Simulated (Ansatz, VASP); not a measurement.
## Two plane-wave programs on MgO

```
Mg O
1.0
     0.00000    2.10381    2.10381
     2.10381    0.00000    2.10381
     2.10381    2.10381    0.00000
Mg O
1 1
Direct
  0.00000 0.00000 0.00000
  0.50000 0.50000 0.50000
```

Alike in both runs: functional PBE; dispersion D3(BJ); k mesh 10 × 10 × 10; occupations gaussian, width 0.02 eV; no spin polarisation.

Ansatz relaxed the structure, and its values are those at the end. VASP's run is a single point on that final structure, the one shown.

```csv
,VASP,Ansatz
version,VASP 6.6.1,Ansatz 0.2.0
potentials or method,"VASP PAW PBE potentials, release 64 (Mg, O), cutoff 600 eV","scalar-relativistic, plane waves, PAW"
valence electrons in the cell,8,16
```

|  | VASP | Ansatz | Ansatz less VASP |
| --- | --- | --- | --- |
| gap on the k mesh at the Fermi level (eV) | 4.76 | 4.77 | +0.015 |
| least direct gap on the mesh (eV) | 4.76 | 4.77 | +0.015 |
| pressure (GPa) | -1.0 | 0.0 | +0.98 |

VASP's potentials hold 8 valence electrons a cell and Ansatz's 16, so a difference there can come from the potentials and not from the codes.
